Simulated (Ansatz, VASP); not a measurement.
# One calculation of AlN, two programs

```xyz
4
Lattice="3.1180 0.0000 0.0000 -1.5590 2.7003 0.0000 0.0000 0.0000 5.0511" Properties=species:S:1:pos:R:3 pbc="T T T"
Al    0.0000    1.8002    0.0000
Al    1.5590    0.9001    2.5256
N     0.0000    1.8002    1.9093
N     1.5590    0.9001    4.4349
```

Alike in both runs: task single point; functional LDA; k mesh 6 × 6 × 4; occupations gaussian, width 0.1 eV; no spin polarisation.

|  | VASP | Ansatz |
| --- | --- | --- |
| version | VASP 6.6.1 | Ansatz 0.2.0 |
| potentials or method | VASP PAW LDA potentials, release 64 (Al, N), cutoff 600 eV | scalar-relativistic, plane waves, PAW |
| valence electrons in the cell | 16 | 16 |

```tsv
	VASP	Ansatz	Ansatz less VASP
gap on the k mesh at the Fermi level (eV)	4.15	4.15	-0.006
least direct gap on the mesh (eV)	4.15	4.15	-0.006
pressure (GPa)	-7.4	-7.8	-0.40
traceless stress, the component that is largest in VASP (GPa)	-1.23	-1.22	+0.012
rms of the force components (eV/Å)	0.060	0.060	+0.0001
```

LDA's correlation is that of Perdew and Zunger in VASP and of Perdew and Wang (1992) in Ansatz. Atom by atom the forces differ by 0.000 eV/Å (rms over components).
